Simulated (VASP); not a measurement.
Set up this calculation in VASP 6.6.1, as the native input.

```
Task                   : single point
Functional             : r2SCAN
Potentials or basis    : VASP PAW PBE potentials, release 64 (Ca_sv, F)
Cutoff                 : 660 eV
k mesh                 : 8 × 8 × 8
Occupations            : gaussian, width 0.02 eV
Spin                   : no spin polarisation
Dipole correction      : no
Further INCAR settings : ALGO = Normal; EDIFF = 1e-06; NBANDS = 19
```

The system is CaF2 (m.bscan).

```
Ca F
1.0
     0.00000    2.75551    2.75551
     2.75551    0.00000    2.75551
     2.75551    2.75551    0.00000
Ca F
1 2
Cartesian
  0.0000 0.0000 0.0000
  1.3778 1.3778 1.3778
  4.1333 4.1333 4.1333
```

The input as run:

POSCAR

```
CaF2
1.0
    0.0000000000      2.7555141460      2.7555141460
    2.7555141460      0.0000000000      2.7555141460
    2.7555141460      2.7555141460      0.0000000000
Ca F
1 2
Direct
    0.0000000000      0.0000000000      0.0000000000
    0.2500000000      0.2500000000      0.2500000000
    0.7500000000      0.7500000000      0.7500000000
```

INCAR.step1

```
  ALGO = Normal
  EDIFF = 1E-5
  ENCUT = 660
  GGA = PE
  GGA_COMPAT = False
  ISMEAR = 0
  LASPH = True
  LCHARG = False
  LREAL = False
  LWAVE = True
  NBANDS = 19
  NELM = 120
  PREC = Accurate
  SIGMA = 0.02
```

INCAR.step2

```
  ALGO = Normal
  EDIFF = 1E-6
  ENCUT = 660
  GGA_COMPAT = False
  ISIF = 2
  ISMEAR = 0
  ISTART = 1
  LASPH = True
  LCHARG = True
  LELF = True
  LMIXTAU = True
  LREAL = False
  LVHAR = True
  LWAVE = False
  METAGGA = R2SCAN
  NBANDS = 19
  NELM = 120
  PREC = Accurate
  SIGMA = 0.02
```

KPOINTS

```
k-points
0
Gamma
  8 8 8
```

Potentials or basis: VASP PAW PBE potentials, release 64 (Ca_sv, F).

Command:

```bash
$ cat potpaw_PBE.64/Ca_sv/POTCAR potpaw_PBE.64/F/POTCAR > POTCAR
$ cp INCAR.step1 INCAR
$ mpirun -np 1 vasp_std > vasp.out
$ cp INCAR.step2 INCAR
$ mpirun -np 1 vasp_std > vasp.out
```

Results of the run:

```json
{"Pressure": "-2.9 GPa", "Band gap on the k mesh": "7.79 eV, indirect (least direct gap 8.05 eV)"}
```

Caveat: the PAW data sets were made with another functional, which shifts forces and pressure a little.

Run time: 2.7 min on 1 thread of AMD EPYC 7R43 64-Core Processor (Zen 3) (shared host), peak memory 0.19 GiB.
